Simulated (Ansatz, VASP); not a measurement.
# One calculation of SiO2, two programs

```
Si O
1.0
    -2.51488    2.51488    3.68803
     2.51488   -2.51488    3.68803
     2.51488    2.51488   -3.68803
Si O
2 4
Cartesian
  0.0000 0.0000 0.0000
  0.0000 2.5149 1.8440
  1.2574 2.9759 2.7660
  0.4610 1.2574 0.9220
  -1.2574 2.0539 2.7660
  -0.4610 3.7723 0.9220
```

Alike in both runs: functional PBE; k mesh 6 × 6 × 6; no spin polarisation.

Ansatz relaxed the structure, and its values are those at the end. VASP's run is a single point on that final structure, the one shown.

|  | VASP | Ansatz |
| --- | --- | --- |
| version | VASP 6.6.1 | Ansatz 0.2.0 |
| potentials or method | VASP PAW PBE potentials, release 64 (Si, O), cutoff 520 eV | scalar-relativistic, plane waves, PAW |
| occupations | gaussian, width 0.01 eV | fixed |
| valence electrons in the cell | 32 | 32 |

|  | VASP | Ansatz | Ansatz less VASP |
| --- | --- | --- | --- |
| gap on the k mesh at the Fermi level (eV) | 5.73 | 5.73 | +0.001 |
| least direct gap on the mesh (eV) | 5.73 | 5.73 | +0.001 |
| pressure (GPa) | 0.1 | 0.0 | -0.09 |
